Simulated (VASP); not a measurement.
Set up this calculation in VASP 6.6.1, as the native input.

```
Task                   : single point
Functional             : PBE
Potentials or basis    : VASP PAW PBE potentials, release 64 (Cd, Se)
Cutoff                 : 520 eV
k mesh                 : 12 × 12 × 4
Occupations            : gaussian, width 0.05 eV
Spin                   : no spin polarisation
Dipole correction      : no
Further INCAR settings : ALGO = Normal; EDIFF = 1e-06; NBANDS = 26
```

The structure of CdSe lies in POSCAR:

```
CdSe
1.0
    4.2291571447      0.0000000000      0.0000000000
   -2.1145785723      3.6625575239      0.0000000000
    0.0000000000      0.0000000000      7.2471334146
Cd Se
2 2
Direct
    0.6666666667      0.3333333333      0.0000000000
    0.3333333333      0.6666666667      0.5000000000
    0.6666666667      0.3333333333      0.3750000000
    0.3333333333      0.6666666667      0.8750000000
```

This cell differs from its parent crystal: ratio of the length along z to the lengths across it x 1.05, volume and fractional coordinates fixed.

These files were run (other wordings do the same):

INCAR

```
SYSTEM = CdSe
PREC     = Accurate       ! precision mode
ENCUT    = 520            ! plane-wave cutoff, eV
EDIFF    = 1E-6           ! SCF threshold, eV
ISMEAR   = 0              ! smearing method
SIGMA    = 0.05           ! smearing width, eV
LREAL    = .FALSE.        ! projectors in reciprocal space
LASPH    = .TRUE.         ! aspherical terms in the spheres
NELM     = 100            ! most SCF steps
ALGO     = Normal         ! electronic algorithm
ISIF     = 2              ! what is computed and relaxed
LWAVE    = .FALSE.        ! write WAVECAR
LCHARG   = .FALSE.        ! write CHGCAR
GGA      = PE             ! functional
NBANDS   = 26             ! bands
```

KPOINTS

```
regular mesh
0
G
  12 12 4
  0 0 0
```

Potentials or basis: VASP PAW PBE potentials, release 64 (Cd, Se).

Run with:

```console
$ cat potpaw_PBE.64/Cd/POTCAR potpaw_PBE.64/Se/POTCAR > POTCAR
$ mpirun -np 1 vasp_std > vasp.out
```

It gave:

| Quantity | Value |
| --- | --- |
| Pressure | 3.5 GPa |
| Largest force | 0.333 eV/Å |
| Band gap on the k mesh | 0.61 eV |

Caveat: the cell stands under pressure; semilocal functionals underestimate gaps, and a narrow one can read as zero.

Run time: 3.1 min on 1 thread of Intel Xeon 8259CL (shared host), peak memory 0.32 GiB.
